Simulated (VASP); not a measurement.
# AlN (P1) in VASP: further runs, part 2 of 2

VASP 6.6.1.

### 4 Single point, LDA (the part above a cut slid along it)

INCAR

```
ALGO = Normal
EDIFF = 1E-6
ENCUT = 520
ISIF = 2
ISMEAR = 0
LASPH = T
LCHARG = F
LREAL = F
LWAVE = F
NBANDS = 26
NELM = 80
PREC = Accurate
SIGMA = 0.05
```

KPOINTS

```
k-points
0
Gamma
  8 8 3
```

POSCAR

```
AlN
1.0
   -3.0886152975      0.0000000000      0.0000000000
   -1.5443076488     -2.6748193102      0.0000000000
   -0.5147692163     -0.8916064367     10.1871685333
Al N
4 4
Direct
    0.3333333333      0.0407087501      0.8778737497
    0.3333333333      0.2024672816      0.3925981551
    0.6666666667      0.6166798807      0.1499603578
    0.6666666667      0.4549213492      0.6352359524
    0.3333333333      0.3024408535      0.0926774394
    0.3333333333      0.1406823220      0.5779530340
    0.6666666667      0.5548949211      0.3353152367
    0.6666666667      0.3931363896      0.8205908312
```

Command:

```bash
$ cat potpaw_LDA.64/Al/POTCAR potpaw_LDA.64/N/POTCAR > POTCAR
$ mpirun -np 1 vasp_std > vasp.out
```

Wall time 67 s (1 thread of Intel Xeon 6975P-C (Granite Rapids), shared host); peak memory 0.27 GiB.

The run converged. Its results:

```
Free energy            : -64.4769 eV
Pressure               : -3.2 GPa
Largest force          : 1.481 eV/Å
Band gap on the k mesh : 3.18 eV (least direct gap 3.34 eV)
```

Forces on the atoms (eV/Å):
```
Al  -0.275 -0.822  1.200
Al   0.006  0.011 -0.440
Al  -0.117  0.143 -0.333
Al  -0.047 -0.005 -0.454
N    0.709  0.626 -1.075
N   -0.011  0.008  0.397
N    0.048  0.016  0.444
N   -0.313  0.022  0.260
```

Stress tensor (GPa, compression positive):
```
-0.93 -1.77  3.51
-1.77 -4.54  3.50
 3.51  3.50 -4.16
```

Levels at points of the mesh, in eV from the valence-band top:
```csv
k point,band 13,band 14,band 15,band 16,band 17,band 18,band 19,band 20
"(0.00, 0.00, 0.00)",-0.69,-0.34,-0.08,0.00,3.34,5.76,6.01,6.59
"(0.50, 0.00, 0.00)",-1.77,-1.52,-1.14,-0.72,4.16,4.46,5.13,5.65
"(0.00, 0.50, 0.00)",-1.98,-1.56,-0.95,-0.57,3.44,4.89,5.30,5.79
"(0.50, 0.50, 0.00)",-1.76,-1.55,-0.84,-0.60,3.63,4.57,5.42,5.72
```

Caveat: the cell differs from its parent crystal (the part above a cut slid along it); the cell stands under tension; forces of over 1 eV/Å act on the atoms, so gaps and moduli don't describe the material at rest.

### 5 Single point, LDA (the part above a cut slid along it)

INCAR

```
PREC = Accurate
ENCUT = 520
EDIFF = 1E-6
ISMEAR = 0
SIGMA = 0.05
LREAL = F
LASPH = T
NELM = 100
ALGO = Normal
ISIF = 2
LWAVE = F
LCHARG = F
NBANDS = 26
```

KPOINTS

```
Automatic mesh
0
Gamma
  8 8 3
```

POSCAR

```
AlN
1.0
   -3.0886152975      0.0000000000      0.0000000000
   -1.5443076488     -2.6748193102      0.0000000000
   -0.2573846081     -0.4458032184     10.1871685333
Al N
4 4
Direct
    0.3333333333      0.1870210417      0.8778737497
    0.3333333333      0.2679003075      0.3925981551
    0.6666666667      0.6416732737      0.1499603578
    0.6666666667      0.5607940079      0.6352359524
    0.3333333333      0.3178870934      0.0926774394
    0.3333333333      0.2370078277      0.5779530340
    0.6666666667      0.6107807939      0.3353152367
    0.6666666667      0.5299015281      0.8205908312
```

Potentials or basis: VASP PAW LDA potentials, release 64 (Al, N).

Command:

```bash
$ cat potpaw_LDA.64/Al/POTCAR potpaw_LDA.64/N/POTCAR > POTCAR
$ mpirun -np 1 vasp_std > vasp.out
```

OUTCAR:

```text
PREC = Accurate
   ENCUT = 520
   EDIFF = 1E-6
   ISMEAR = 0
   LREAL = F
   LASPH = T
   NELM = 100
   ISIF = 2

 ion  position               nearest neighbor table
   1  0.333  0.187  0.878-   8 1.88   8 1.88   8 1.88   5 2.25   4 3.05   4 3.05   4 3.05   3 3.09
                             3 3.34
   2  0.333  0.268  0.393-   7 1.88   7 1.88   7 1.88   6 1.89   3 3.05   4 3.05   4 3.05   3 3.05
                             4 3.05   3 3.05
   3  0.667  0.642  0.150-   5 1.88   5 1.88   5 1.88   7 1.89   2 3.05   2 3.05   2 3.05   1 3.09
                             1 3.34
   4  0.667  0.561  0.635-   6 1.88   6 1.88   6 1.88   8 1.89   1 3.05   2 3.05   2 3.05   1 3.05
[... 916 lines left out ...]
  in kB       -1.3129804    -18.3866796    -75.8819000     -3.9216140     35.7114052     24.4706599
  external PRESSURE =     -31.8605200 kB  Pullay stress =       0.0000000 kB

 VOLUME and BASIS-vectors are now :
 -----------------------------------------------------------------------------
  energy-cutoff  :      520.00
  volume of cell :       84.16
      direct lattice vectors                 reciprocal lattice vectors
    -3.088615298  0.000000000  0.000000000    -0.323769684  0.186928514  0.000000000
    -1.544307649 -2.674819310  0.000000000     0.000000000 -0.373857029 -0.016360451
    -0.257384608 -0.445803218 10.187168533     0.000000000  0.000000000  0.098162703

 POSITION                                       TOTAL-FORCE (eV/Angst)
 -----------------------------------------------------------------------------------
     -1.54431     -0.89161      8.94305        -0.333861     -0.699550      1.703166
     -1.54431     -0.89161      3.99946         0.005528      0.009479     -0.374866
     -3.08862     -1.78321      1.52767        -0.013906      0.090394     -0.591173
     -3.08862     -1.78321      6.47126        -0.021790     -0.015716     -0.381735
     -1.54431     -0.89161      0.94412         0.475163      0.648322     -1.484555
     -1.54431     -0.89161      5.88770        -0.003175      0.002407      0.355579
     -3.08862     -1.78321      3.41591         0.024035      0.023413      0.386529
     -3.08862     -1.78321      8.35950        -0.131994     -0.058750      0.387055
 -----------------------------------------------------------------------------------
    total drift:                               -0.000085     -0.000175      0.000038

  FREE ENERGIE OF THE ION-ELECTRON SYSTEM (eV)
  ---------------------------------------------------
  free  energy   TOTEN  =       -65.0216465987 eV

  energy  without entropy=      -65.0216465987  energy(sigma->0) =      -65.02164660
```

OSZICAR:

```text
N       E                     dE             d eps       ncg     rms          rms(c)
DAV:   1     0.103193989195E+03    0.10319E+03   -0.14864E+04  5096   0.111E+03
DAV:   2    -0.663812008153E+02   -0.16958E+03   -0.15908E+03  6858   0.218E+02
DAV:   3    -0.752843013258E+02   -0.89031E+01   -0.88543E+01  6912   0.512E+01
DAV:   4    -0.753536436728E+02   -0.69342E-01   -0.69300E-01  6056   0.528E+00
DAV:   5    -0.753544546868E+02   -0.81101E-03   -0.81082E-03  6788   0.562E-01    0.174E+01
DAV:   6    -0.652617594521E+02    0.10093E+02   -0.32814E+01  6192   0.298E+01    0.632E+00
DAV:   7    -0.651511169897E+02    0.11064E+00   -0.12689E+00  6464   0.573E+00    0.400E+00
DAV:   8    -0.650329748399E+02    0.11814E+00   -0.14824E-01  6446   0.266E+00    0.761E-01
DAV:   9    -0.650216864430E+02    0.11288E-01   -0.17729E-02  6776   0.753E-01    0.282E-01
DAV:  10    -0.650217227594E+02   -0.36316E-04   -0.17310E-03  6112   0.239E-01    0.102E-01
DAV:  11    -0.650216505228E+02    0.72237E-04   -0.17739E-04  6816   0.113E-01    0.202E-02
DAV:  12    -0.650216472544E+02    0.32685E-05   -0.62369E-05  6648   0.566E-02    0.123E-02
DAV:  13    -0.650216465987E+02    0.65568E-06   -0.77971E-06  6288   0.174E-02
   1 F= -.65021647E+02 E0= -.65021647E+02  d E =-.111032E-11
```

Run time: 63 s. Hardware: 1 thread of Intel Xeon 6975P-C (Granite Rapids), shared host; peak memory 0.27 GiB.

What came out:

```yaml
Free_energy: -65.0216 eV
Pressure: -3.2 GPa
Largest_force: 1.871 eV/Å
Band_gap_on_the_k_mesh: 3.61 eV
```

Forces in eV/Å, atoms in the order of the input:
```
Al  -0.334 -0.700  1.703
Al   0.006  0.009 -0.375
Al  -0.014  0.090 -0.591
Al  -0.022 -0.016 -0.382
N    0.475  0.648 -1.485
N   -0.003  0.002  0.356
N    0.024  0.023  0.387
N   -0.132 -0.059  0.387
```

Stress tensor (GPa, compression positive):
```
-0.13 -0.39  2.45
-0.39 -1.84  3.57
 2.45  3.57 -7.59
```

Caveat: the cell differs from its parent crystal (the part above a cut slid along it); the stress differs along the axes, from -8 to -0 GPa; forces of over 1 eV/Å act on the atoms, so gaps and moduli don't describe the material at rest. A k mesh can miss the band edges.

### 6 Overview

```tsv
cell	gap on the mesh (eV)	pressure (GPa)	largest force (eV/Å)
a = 3.089, b = 3.089, c = 11.114 Å, angles 86.0, 88.0, 60.0°, 8 atoms	0.47	-3.7	2.31
a = 3.089, b = 3.089, c = 11.090 Å, angles 88.7, 89.3, 60.0°, 8 atoms	0.56	-3.7	2.33
a = 3.089, b = 3.089, c = 10.239 Å, angles 84.2, 87.1, 60.0°, 8 atoms	3.18	-3.2	1.48
a = 3.089, b = 3.089, c = 10.200 Å, angles 87.1, 88.6, 60.0°, 8 atoms	3.61	-3.2	1.87
```

Alike in all rows: task single point; level LDA; potentials or basis VASP PAW LDA potentials, release 64 (Al, N); no spin polarisation; k mesh 8 × 8 × 3; cutoff (eV) 520; smearing gaussian 0.05 eV.

Caveats: forces of over 1 eV/Å act on the atoms, so gaps and moduli don't describe the material at rest; semilocal functionals underestimate gaps, and a narrow one can read as zero (at least some runs); the stress differs along the axes, from -9 to -0 GPa (at least some runs); the stress differs along the axes, from -11 to -0 GPa (at least some runs); the cell stands under tension (at least some runs); the stress differs along the axes, from -8 to -0 GPa (at least some runs).

Absolute energies hang on the potentials; compare differences alone.
